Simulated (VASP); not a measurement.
A run of VASP 6.6.1 is set up as follows.

The input INCAR:

```
SYSTEM = ZnS
PREC     = Accurate       ! precision mode
ENCUT    = 520            ! plane-wave cutoff, eV
EDIFF    = 1E-6           ! SCF threshold, eV
ISMEAR   = 0              ! smearing method
SIGMA    = 0.01           ! smearing width, eV
LREAL    = .False.        ! projectors in reciprocal space
LASPH    = .True.         ! aspherical terms in the spheres
NELM     = 60             ! most SCF steps
ALGO     = Normal         ! electronic algorithm
ISIF     = 2              ! what is computed and relaxed
LWAVE    = .False.        ! write WAVECAR
LCHARG   = .False.        ! write CHGCAR
GGA      = PE             ! functional
NBANDS   = 46             ! bands
```

The input KPOINTS:

```
regular mesh
0
Gamma
  6 6 2
  0 0 0
```

The input POSCAR:

```
ZnS
1.0
    3.8078678016      0.0000000000      0.0000000000
   -1.9039339008      3.2977102504      0.0000000000
    0.0000000000      0.0000000000     12.4629098339
Zn S
4 4
Direct
    0.0000000000      0.0000000000      0.0000505559
    0.0000000000      0.0000000000      0.5000505559
    0.3333333333      0.6666666667      0.2500239772
    0.6666666667      0.3333333333      0.7500239772
    0.0000000000      0.0000000000      0.1872897615
    0.0000000000      0.0000000000      0.6872897615
    0.3333333333      0.6666666667      0.4376357054
    0.6666666667      0.3333333333      0.9376357054
```

Potentials or basis: VASP PAW PBE potentials, release 64 (Zn, S).

Command:

```console
$ cat potpaw_PBE.64/Zn/POTCAR potpaw_PBE.64/S/POTCAR > POTCAR
$ mpirun -np 1 vasp_std > vasp.out
```

Problem. What does it give for the band gap on the k mesh?

Solution. 2.19 eV.

Problem. Estimate the largest force.

Solution. 0.010 eV/Å.

Problem. What does it give for the pressure?

Solution. 2.5 GPa.

Forces on the atoms (eV/Å):
```
Zn   0.000  0.000  0.010
Zn   0.000  0.000  0.010
Zn   0.000  0.000  0.007
Zn   0.000  0.000  0.007
S    0.000  0.000 -0.009
S    0.000  0.000 -0.009
S    0.000  0.000 -0.008
S    0.000  0.000 -0.008
```

As with any semilocal functional, this PBE gap is likely too small.
